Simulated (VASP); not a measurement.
# HgTe (P4/mmm) in VASP: relaxation of cell and atoms with PBE

Aim: the relaxation of cell and atoms of HgTe with PBE.

Program: VASP 6.6.1. These are calculated values, not measurements. Logs are shortened: lines on timing, memory, paths and dates and some standing lists are left out, and cuts for length are marked.

## 1. The cell of the first run

It takes space group P4/mmm (No. 123, tetragonal). Conventional cell: a = 4.062 Å, b = 4.062 Å, c = 3.324 Å, α = 90.00°, β = 90.00°, γ = 90.00°. Hg (site symmetry 4/mmm) has 8 Te at 3.32 Å and 6 Hg at 3.32 to 4.06 Å within 4.4 Å. Within 4.4 Å of Te (site symmetry 4/mmm) lie 8 Hg at 3.32 Å and 6 Te at 3.32 to 4.06 Å.

## 2. Relaxation of cell and atoms, PBE

File INCAR:

```
SYSTEM = HgTe
PREC = Accurate
ENCUT = 600
EDIFF = 1E-7
ISMEAR = 0
SIGMA = 0.1
LREAL = .FALSE.
LASPH = .TRUE.
NELM = 60
ALGO = Normal
ISIF = 3
LWAVE = .FALSE.
LCHARG = .FALSE.
GGA = PE
IBRION = 2
NSW = 90
EDIFFG = -0.04
```

File KPOINTS:

```
regular mesh
0
G
  4 4 6
  0 0 0
```

File POSCAR:

```
HgTe
1.0
    4.0620423553      0.0000000000      0.0000000000
    0.0000000000      4.0620423553      0.0000000000
    0.0000000000      0.0000000000      3.3237801357
Hg Te
1 1
Direct
    0.5000000000      0.5000000000      0.0000000000
    0.0000000000      0.0000000000      0.5000000000
```

Potentials or basis: VASP PAW PBE potentials, release 64 (Hg, Te).

Launch:

```sh
> cat potpaw_PBE.64/Hg/POTCAR potpaw_PBE.64/Te/POTCAR > POTCAR
> mpirun -np 1 vasp_std > vasp.out
```

OUTCAR:

```text
SYSTEM = HgTe
   PREC = Accurate
   ENCUT = 600
   EDIFF = 1E-7
   ISMEAR = 0
   LREAL = .FALSE.
   LASPH = .TRUE.
   NELM = 60
   ISIF = 3
   GGA = PE
   IBRION = 2
   NSW = 90
   EDIFFG = -0.04

 ion  position               nearest neighbor table
   1  0.500  0.500  0.000-   2 3.32   2 3.32   2 3.32   2 3.32   2 3.32   2 3.32   2 3.32   2 3.32

   2  0.000  0.000  0.500-   1 3.32   1 3.32   1 3.32   1 3.32   1 3.32   1 3.32   1 3.32   1 3.32

  LATTYP: Found a simple tetragonal cell.
 ALAT       =     4.0620423553
 C/A-ratio  =     0.8182534412

  Lattice vectors:

 A1 = (   4.0620423553,   0.0000000000,   0.0000000000)
 A2 = (   0.0000000000,   4.0620423553,   0.0000000000)
 A3 = (   0.0000000000,   0.0000000000,   3.3237801357)

Analysis of symmetry for initial positions (statically):
=====================================================================
 Subroutine PRICEL returns:
 Original cell was already a primitive cell.

 Routine SETGRP: Setting up the symmetry group for a
 simple tetragonal supercell.

 Subroutine GETGRP returns: Found 16 space group operations
 (whereof 16 operations were pure point group operations)
 out of a pool of 16 trial point group operations.

The static configuration has the point symmetry D_4h.

Analysis of symmetry for dynamics (positions and initial velocities):
=====================================================================
 Subroutine PRICEL returns:
 Original cell was already a primitive cell.

 Routine SETGRP: Setting up the symmetry group for a
 simple tetragonal supercell.

 Subroutine GETGRP returns: Found 16 space group operations
 (whereof 16 operations were pure point group operations)
 out of a pool of 16 trial point group operations.

The dynamic configuration has the point symmetry D_4h.

 Subroutine INISYM returns: Found 16 space group operations
 (whereof 16 operations are pure point group operations),
 and found     1 'primitive' translations

----------------------------------------------------------------------------------------

                                     Primitive cell

  volume of cell :      54.8430

  direct lattice vectors                    reciprocal lattice vectors
     4.062042355  0.000000000  0.000000000     0.246181579  0.000000000  0.000000000
     0.000000000  4.062042355  0.000000000     0.000000000  0.246181579  0.000000000
     0.000000000  0.000000000  3.323780136     0.000000000  0.000000000  0.300862259

  length of vectors
     4.062042355  4.062042355  3.323780136     0.246181579  0.246181579  0.300862259

  position of ions in fractional coordinates (direct lattice)
     0.500000000  0.500000000  0.000000000
     0.000000000  0.000000000  0.500000000

  ion indices of the primitive-cell ions
   primitive index   ion index
                 1           1
                 2           2

----------------------------------------------------------------------------------------

 KPOINTS: regular mesh

Automatic generation of k-mesh.
 Grid dimensions read from file:
 generate k-points for:    4    4    6

 Generating k-lattice:

  Cartesian coordinates                     Fractional coordinates (reciprocal lattice)
     0.061545395  0.000000000  0.000000000     0.250000000  0.000000000  0.000000000
     0.000000000  0.061545395  0.000000000     0.000000000  0.250000000  0.000000000
     0.000000000  0.000000000  0.050143710     0.000000000  0.000000000  0.166666667

  Length of vectors
     0.061545395  0.061545395  0.050143710

  Shift w.r.t. Gamma in fractional coordinates (k-lattice)
     0.000000000  0.000000000  0.000000000

 Subroutine IBZKPT returns following result:
 ===========================================

 Found     24 irreducible k-points:

 Following reciprocal coordinates:
            Coordinates               Weight
  0.000000  0.000000  0.000000      1.000000
  0.250000  0.000000  0.000000      4.000000
  0.500000  0.000000  0.000000      2.000000
  0.250000  0.250000  0.000000      4.000000
  0.500000  0.250000  0.000000      4.000000
  0.500000  0.500000  0.000000      1.000000
[... 16 lines left out ...]
  0.500000  0.250000  0.500000      4.000000
  0.500000  0.500000  0.500000      1.000000
   k-points           NKPTS =     24   k-points in BZ     NKDIM =     24   number of bands    NBANDS=     13
   number of dos      NEDOS =    301   number of ions     NIONS =      2
   total plane-waves  NPLWV =  28672
   dimension x,y,z NGX =    32 NGY =   32 NGZ =   28
   dimension x,y,z NGXF=    64 NGYF=   64 NGZF=   56
   ions per type =               1   1
   NGX,Y,Z   is equivalent  to a cutoff of  13.10, 13.10, 14.00 a.u.
   NGXF,Y,Z  is equivalent  to a cutoff of  26.19, 26.19, 28.01 a.u.
 SYSTEM =  HgTe
   PREC   = accura    normal or accurate (medium, high low for compatibility)
   ISTART =      0    job   : 0-new  1-cont  2-samecut
   ICHARG =      2    charge: 1-file 2-atom 10-const
   ISPIN  =      1    spin polarized calculation?
   LNONCOLLINEAR =      F non collinear calculations
   LSORBIT =      F    spin-orbit coupling
   LASPH  =      T    aspherical Exc in radial PAW
   ENCUT  =  600.0 eV  44.10 Ry    6.64 a.u.   8.11  8.11  6.64*2*pi/ulx,y,z
   NELM   =     60;   NELMIN=  2; NELMDL= -5     # of ELM steps
   EDIFF  = 0.1E-06   stopping-criterion for ELM
   LREAL  =      F    real-space projection
   EDIFFG = -.4E-01   stopping-criterion for IOM
   NSW    =     90    number of steps for IOM
   IBRION =      2    ionic relax: 0-MD 1-quasi-New 2-CG
   NFREE  =      1    steps in history (QN), initial steepest desc. (CG)
   ISIF   =      3    stress and relaxation
   ISYM   =      2    0-nonsym 1-usesym 2-fastsym
   POTIM  = 0.5000    time-step for ionic-motion
   TEBEG  =    0.0;   TEEND  =   0.0 temperature during run
   PSTRESS=    0.0 pullay stress
   NELECT =      18.0000    total number of electrons
   NUPDOWN=      -1.0000    fix difference up-down
   EMIN   =  10.00;   EMAX   =-10.00  energy-range for DOS
   EFERMI =   0.00;   METHOD = LEGACY
   ISMEAR =     0;   SIGMA  =   0.10  broadening in eV -4-tet -1-fermi 0-gaus
   EFERMI_NEDOS =   21; number of points for ismear=-14 and -15
   IALGO  =     38    algorithm
   IMIX   =      4    mixing-type and parameters
     AMIX     =   0.40;   BMIX     =  1.00
     AMIX_MAG =   1.60;   BMIX_MAG =  1.00
  volume/ion in A,a.u.               =      27.42       185.05
  Fermi-wavevector in a.u.,A,eV,Ry     =   1.129255  2.133982 17.350372  1.275216
  Thomas-Fermi vector in A             =   2.265948
   LORBIT       =      0    0 simple, 1 ext, 2 COOP (PROOUT), +10 PAW based schemes
   GGA     = PE    functional components
   LHFCALC =     F    Hartree Fock is set to
   AEXX    =    0.0000 exact exchange contribution
   IVDW    =     0    specifies the selected vdW correction
   LEPSILON=     F    determine dielectric tensor
   LRPA    =     F    only Hartree local field effects (RPA)
 conjugate gradient relaxation of ions
 non-spin polarized calculation
 Gauss-broadening in eV      SIGMA  =   0.10
  energy-cutoff  :      600.00
  volume of cell :       54.84
 maximum number of plane-waves:      1852
   NGX = 17   NGY = 17   NGZ = 13

--------------------------------------- Ionic step        1  -------------------------------------------

 number of electron      18.0000004 magnetization

 Free energy of the ion-electron system (eV)
  ---------------------------------------------------
  ext. energy  EPLUGINS =         0.00000000
  ---------------------------------------------------
  free energy    TOTEN  =        -2.78481247 eV

  energy without entropy =       -2.77075790  energy(sigma->0) =       -2.77778518

------------------------ aborting loop because EDIFF is reached ----------------------------------------

  FORCE on cell =-STRESS in cart. coord.  units (eV):
  Direction    XX          YY          ZZ          XY          YZ          ZX
  --------------------------------------------------------------------------------------
  -------------------------------------------------------------------------------------
  Total        0.3426420      0.3426420      0.7238745      0.0000000      0.0000000      0.0000000
  in kB       10.0099047     10.0099047     21.1471898      0.0000000      0.0000000      0.0000000
  external PRESSURE =      13.7223330 kB  Pullay stress =       0.0000000 kB
[... 89 lines left out ...]
  FREE ENERGIE OF THE ION-ELECTRON SYSTEM (eV)
  ---------------------------------------------------
  free  energy   TOTEN  =        -2.7933414984 eV

  energy  without entropy=       -2.7800500737  energy(sigma->0) =       -2.78669579

[... ionic steps 4 to 8 ...]

--------------------------------------- Ionic step        9  -------------------------------------------

 number of electron      18.0000003 magnetization

------------------------ aborting loop because EDIFF is reached ----------------------------------------

  FORCE on cell =-STRESS in cart. coord.  units (eV):
  Direction    XX          YY          ZZ          XY          YZ          ZX
  --------------------------------------------------------------------------------------
  -------------------------------------------------------------------------------------
  Total       -0.0689964     -0.0689964     -0.2269499      0.0000000      0.0000000      0.0000000
  in kB       -1.9852222     -1.9852222     -6.5299888      0.0000000      0.0000000      0.0000000
  external PRESSURE =      -3.5001444 kB  Pullay stress =       0.0000000 kB
[... 57 lines left out ...]
  energy  without entropy=       -2.8300109887  energy(sigma->0) =       -2.83275733

--------------------------------------- Ionic step       11  -------------------------------------------

 number of electron      18.0000001 magnetization

 Free energy of the ion-electron system (eV)
  ---------------------------------------------------
  ext. energy  EPLUGINS =         0.00000000
  ---------------------------------------------------
  free energy    TOTEN  =        -2.83590463 eV

  energy without entropy =       -2.83045759  energy(sigma->0) =       -2.83318111

 E-fermi :   4.5704     XC(G=0): -10.1332

 val. band max:        4.5696006231   @ k =   0.5000   0.5000   0.1667
 cond. band min:       4.6046003135   @ k =   0.0000   0.0000   0.3333
 fundamental gap:      0.0349996903
 Fermi energy:         4.5703825554

 k-point     1 :       0.0000    0.0000    0.0000
  band No.  band energies     occupation
      1      -7.5636      2.00000
      2      -1.8448      2.00000
      3      -1.7765      2.00000
      4      -1.3814      2.00000
      5      -1.3253      2.00000
      6      -1.3253      2.00000
      7       2.4098      2.00000
      8       3.4510      2.00000
      9       3.4510      2.00000
     10       4.3159      1.99968
     11      10.1171      0.00000
     12      10.5118      0.00000
     13      14.0175      0.00000
[... 395 lines left out ...]
  FREE ENERGIE OF THE ION-ELECTRON SYSTEM (eV)
  ---------------------------------------------------
  free  energy   TOTEN  =        -2.8359046300 eV

  energy  without entropy=       -2.8304575928  energy(sigma->0) =       -2.83318111

 reached required accuracy - stopping structural energy minimisation
```

Wall time 2.8 min (1 thread of Intel Xeon 8259CL, shared host); peak memory 0.2 GiB.

Results:

```yaml
Free_energy: -2.8359 eV
Relaxed_volume: 27.68 Å³/atom
Relaxed_cell: a = 3.888 Å, b = 3.888 Å, c = 3.663 Å, α = 90.00°, β = 90.00°, γ = 90.00°
Space_group_after_relaxing_to_0.1_Å: P4/mmm (No. 123)
Energy_gained_by_relaxing: 25.5 meV/atom
Ionic_steps: 11
Pressure_after_relaxing: -0.1 GPa
Band_gap_on_the_k_mesh: zero (bands 9 and 10 overlap by 2.31 eV)
```

The path:
| step | energy change (eV) | largest force (eV/Å) | pressure (GPa) | volume (Å³) |
| --- | --- | --- | --- | --- |
| 1 | 0.0000 | 0.0000 | 1.37 | 54.84 |
| 2 | -0.0085 | 0.0000 | -0.27 | 56.73 |
| 3 | -0.0085 | 0.0000 | -0.20 | 56.64 |
| 4 | -0.0125 | 0.0000 | -0.37 | 56.66 |
| 5 | -0.0271 | 0.0000 | -0.68 | 56.68 |
| 6 | -0.0453 | 0.0000 | -0.94 | 56.61 |
| 7 | -0.0468 | 0.0000 | -0.97 | 56.57 |
| 8 | -0.0497 | 0.0000 | -0.57 | 55.99 |
| 9 | -0.0501 | 0.0000 | -0.35 | 55.68 |
| 10 | -0.0507 | 0.0000 | -0.24 | 55.55 |
| 11 | -0.0511 | 0.0000 | -0.10 | 55.36 |

Final structure:
```
Hg Te
1.0
     3.88756    0.00000    0.00000
     0.00000    3.88756    0.00000
     0.00000    0.00000    3.66323
Hg Te
1 1
Direct
  0.50000 0.50000 0.00000
  0.00000 0.00000 0.50000
```

Levels at points of the mesh, in eV from the Fermi level:
```tsv
k point	band 7	band 8	band 9	band 10	band 11	band 12
(0.00, 0.00, 0.00)	-2.16	-1.12	-1.12	-0.25	5.55	5.94
(0.50, 0.00, 0.00)	-5.28	0.39	1.01	2.56	3.18	5.28
(0.50, 0.50, 0.00)	-3.99	-3.99	-2.92	1.00	7.30	7.30
(0.00, 0.00, 0.50)	-5.00	0.56	0.56	2.15	2.84	5.52
(0.50, 0.00, 0.50)	-4.05	-3.76	-2.50	0.46	6.41	6.59
(0.50, 0.50, 0.50)	-1.77	-1.32	-1.32	-0.93	1.34	1.46
```

Caveat: the k points lie up to 0.40 Å⁻¹ apart in the final cell, too coarse for converged energies and pressures of a metal; spin-orbit coupling is left out, which moves the levels of the heavy elements.
